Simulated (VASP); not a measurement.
The system is P.

```xyz
2
Lattice="0.0000 2.7391 2.7391 2.7391 0.0000 2.7391 2.7391 2.7391 0.0000" Properties=species:S:1:pos:R:3 pbc="T T T"
P     0.6848    0.6848    0.6848
P     4.7934    4.7934    4.7934
```

This isn't the form of P at room conditions, which is orthorhombic.

```yaml
Program: VASP 6.6.1
Task: relaxation of cell and atoms
Functional: r2SCAN
Potentials_or_basis: VASP PAW PBE potentials, release 64 (P)
Cutoff: 600 eV
k_mesh: 10 × 10 × 10
Occupations: fermi-dirac, width 0.1 eV
Spin: no spin polarisation
```

At the start: pressure -1.4 GPa; volume 20.55 Å³/atom.

Problem. How do energy, volume and symmetry change on relaxing?

Solution. Over 3 steps the energy falls by 3.0 meV/atom and the volume is 19.88 Å³/atom (-3.3 %); space group Fd-3m (No. 227, to 0.1 Å) before and after.

Step by step:
```
step  energy change (eV)  largest force (eV/Å)  pressure (GPa)  volume (Å³)
   1              0.0000                0.0000           -1.40        41.10
   2             -0.0057                0.0000           -0.31        40.04
   3             -0.0060                0.0000            0.01        39.76
```

Final structure:
```cif
data_structure
_symmetry_space_group_name_H-M 'P 1'
_symmetry_Int_Tables_number 1
_cell_length_a 3.8312
_cell_length_b 3.8312
_cell_length_c 3.8312
_cell_angle_alpha 60.000
_cell_angle_beta 60.000
_cell_angle_gamma 60.000
_cell_volume 39.76
loop_
_atom_site_label
_atom_site_type_symbol
_atom_site_fract_x
_atom_site_fract_y
_atom_site_fract_z
_atom_site_occupancy
P1 P 0.12500 0.12500 0.12500 1
P2 P 0.87500 0.87500 0.87500 1
```

Caveat: the PAW data sets were made with another functional, which shifts forces and pressure a little.
